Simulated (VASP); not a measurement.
**CsI: single point with PBE**

Crystal: CsI.

```
Cs I
1.0
     4.56670    0.00000    0.00000
     0.00000    4.56670    0.00000
     0.00000    0.00000    4.56670
Cs I
1 1
Direct
  0.00000 0.00000 0.00000
  0.50000 0.50000 0.50000
```

- Program: VASP 6.6.1
- Task: single point
- Functional: PBE
- Potentials or basis: VASP PAW PBE potentials, release 64 (Cs_sv, I)
- Cutoff: 520 eV
- k mesh: 6 × 6 × 6
- Occupations: gaussian, width 0.05 eV
- Spin: no spin polarisation

```json
{
  "Pressure": "0.8 GPa",
  "Band gap on the k mesh": "3.88 eV, indirect (least direct gap 3.96 eV)"
}
```

Levels at points of the mesh, in eV from the valence-band top:
```tsv
k point	band 4	band 5	band 6	band 7	band 8	band 9	band 10	band 11	band 12	band 13
(0.00, 0.00, 0.00)	-7.09	-7.09	-0.09	-0.09	-0.09	3.88	4.18	4.18	7.76	7.76
(0.50, 0.00, 0.00)	-7.03	-7.03	-1.56	-0.24	-0.24	5.20	6.49	6.73	6.82	7.90
(0.50, 0.50, 0.00)	-7.46	-6.99	-0.86	-0.86	0.00	4.24	4.92	6.10	6.10	9.54
(0.50, 0.50, 0.50)	-7.34	-7.34	-1.31	-1.31	-1.31	7.17	7.17	7.17	7.86	7.86
```

Wall time 14 s on 1 thread of Intel(R) Xeon(R) 6975P-C (Granite Rapids) (shared host), peak memory 0.21 GiB.

Caveat: spin-orbit coupling is left out, which moves the levels of the heavy elements. A k mesh can miss the band edges.
